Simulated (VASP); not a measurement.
## MnS: single point with r2SCAN+U

Crystal: MnS.

```
CELL_PARAMETERS angstrom
3.09904 0.00000 0.00000
0.00000 3.09904 0.00000
0.00000 0.00000 3.09904
ATOMIC_POSITIONS crystal
Mn 0.50000 0.50000 0.50000
S 0.00000 0.00000 0.00000
```

| Quantity | Value |
| --- | --- |
| Program | VASP 6.6.1 |
| Task | single point |
| Functional | r2SCAN |
| Potentials or basis | VASP PAW PBE potentials, release 64 (Mn_pv, S) |
| Cutoff | 520 eV |
| k mesh | 7 × 7 × 7 |
| Occupations | fermi-dirac, width 0.15 eV |
| Spin | collinear spin, ferromagnetic start |
| Starting moments | [2.8, 0.0] μB |
| Hubbard terms | Mn d U = 2.0 eV |

The pressure is 15.8 GPa, the net moment is 4.81 μB per cell and the site moments are Mn +4.45; S +0.12 μB. The valence electrons inside the program's atomic spheres are Mn 11.32; S 3.82.

Levels at points of the mesh, in eV from the Fermi level:
Spin up:
| k point | band 10 | band 11 | band 12 | band 13 | band 14 | band 15 |
| --- | --- | --- | --- | --- | --- | --- |
| (0.00, 0.00, 0.00) | -2.08 | -2.08 | -2.08 | 1.75 | 6.52 | 6.52 |
Spin down:
```
           k point  band 4  band 5  band 6  band 7  band 8  band 9  band 10  band 11
(0.00, 0.00, 0.00)  -16.11   -1.80   -1.80   -1.80    0.00    0.00     2.69     2.69
```

Eigenvalues of the final occupation matrices:
| site | spin | trace | eigenvalues |
| --- | --- | --- | --- |
| site 1 d | 1 | 4.68 | 0.92 0.92 0.94 0.94 0.94 |
| site 1 d | 2 | 0.28 | 0.03 0.03 0.07 0.07 0.07 |

Wall time 69 s on 1 thread of AMD EPYC 7R13 Processor (Zen 3), with other jobs on the host, peak memory 0.13 GiB.

Caveat: the cell stands under pressure; the PAW data sets were made with another functional, which shifts forces and pressure a little; a cell with one magnetic atom can't hold antiferromagnetic order, which such compounds often take. The state reached can hang on the start; a lower one may exist.
